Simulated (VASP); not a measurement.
Crystal: FeC3.

```xyz
4
Lattice="3.2021 0.0000 0.0000 0.0000 3.2021 0.0000 0.0000 0.0000 3.2021" Properties=species:S:1:pos:R:3 pbc="T T T"
Fe    0.0000    0.0000    0.0000
C     0.0000    1.6011    1.6011
C     1.6011    0.0000    1.6011
C     1.6011    1.6011    0.0000
```

| Property | Result |
| --- | --- |
| Program | VASP 6.6.1 |
| Task | relaxation of cell and atoms |
| Functional | PBE |
| Potentials or basis | VASP PAW PBE potentials, release 64 (Fe, C) |
| Cutoff | 600 eV |
| k mesh | 6 × 6 × 6 |
| Occupations | gaussian, width 0.1 eV |
| Spin | collinear spin, ferromagnetic start |
| Starting moments | [2.42, 0.0, 0.0, 0.0] μB |

At the start: pressure -11.0 GPa; volume 8.21 Å³/atom.

Task: How do energy, volume and symmetry change on relaxing?

Result: Over 3 steps the energy falls by 36.8 meV/atom and the volume is 7.36 Å³/atom (-10.3 %); space group Pm-3m (No. 221, to 0.1 Å) before and after; moment 0.65 μB per cell.

The path:
| step | energy change (eV) | largest force (eV/Å) | pressure (GPa) | volume (Å³) |
| --- | --- | --- | --- | --- |
| 1 | 0.0000 | 0.0000 | -11.02 | 32.83 |
| 2 | -0.1376 | 0.0000 | -4.28 | 30.22 |
| 3 | -0.1472 | 0.0000 | 0.33 | 29.45 |

Final structure:
```
Fe C
1.0
     3.08817    0.00000    0.00000
     0.00000    3.08817    0.00000
     0.00000    0.00000    3.08817
Fe C
1 3
Direct
  0.00000 0.00000 0.00000
  0.00000 0.50000 0.50000
  0.50000 0.00000 0.50000
  0.50000 0.50000 0.00000
```
